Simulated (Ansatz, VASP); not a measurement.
# ZnO: VASP beside Ansatz

File INCAR:

```
SYSTEM = ZnO
PREC = Accurate
ENCUT = 520
EDIFF = 1E-6
ISMEAR = -1
SIGMA = 0.05
LREAL = .False.
LASPH = .True.
NELM = 100
ALGO = Normal
ISIF = 2
LWAVE = .False.
LCHARG = .False.
GGA = PE
NBANDS = 16
```

File KPOINTS:

```
regular mesh
0
Gamma
  11 11 11
  0 0 0
```

Contents of POSCAR:

```
ZnO
1.0
    0.0000000000      2.1251552469      2.1251552469
    2.1251552469      0.0000000000      2.1251552469
    2.1251552469      2.1251552469      0.0000000000
Zn O
1 1
Direct
    0.0000000000      0.0000000000      0.0000000000
    0.5000000000      0.5000000000      0.5000000000
```

input.yaml

```yaml
crystal:
  lattice:
    - [0.0, 2.1251552469, 2.1251552469]
    - [2.1251552469, 0.0, 2.1251552469]
    - [2.1251552469, 2.1251552469, 0.0]
  atoms:
    - { symbol: Zn, position: [0.0, 0.0, 0.0] }
    - { symbol: O, position: [0.5, 0.5, 0.5] }
hamiltonian:
  xc: pbe
  pseudopotentials: { kind: paw }
kpoints:
  mp_grid: { grid: [11, 11, 11] }
scf:
  occupations: { method: fermi_dirac, width: 0.05 }
output:
  forces: true
  stress: true
  eigenvalues: true
```

Alike in both runs: task single point; functional PBE; k mesh 11 × 11 × 11; occupations fermi-dirac, width 0.05 eV; no spin polarisation.

|  | VASP | Ansatz |
| --- | --- | --- |
| version | VASP 6.6.1 | Ansatz 0.2.0 |
| potentials or method | VASP PAW PBE potentials, release 64 (Zn, O) | Ansatz PAW |
| plane-wave cutoff (eV) | 520 | 420 |
| valence electrons in the cell | 18 | 18 |

Ansatz gave:

```
gap on the k mesh at the Fermi level (eV) : 1.03
least direct gap on the mesh (eV)         : 2.46
pressure (GPa)                            : 10.5
```

**Question.** Which values does VASP return?

**Answer.** gap on the k mesh at the Fermi level (eV): 1.00; least direct gap on the mesh (eV): 2.42; pressure (GPa): 11.7.

The functional is the same, so the differences come from potentials, cutoffs and numerics.

Noted on Ansatz's run: odd divisions of the mesh miss points on the zone boundary, where band edges often lie, so the gap on the mesh can be too wide.
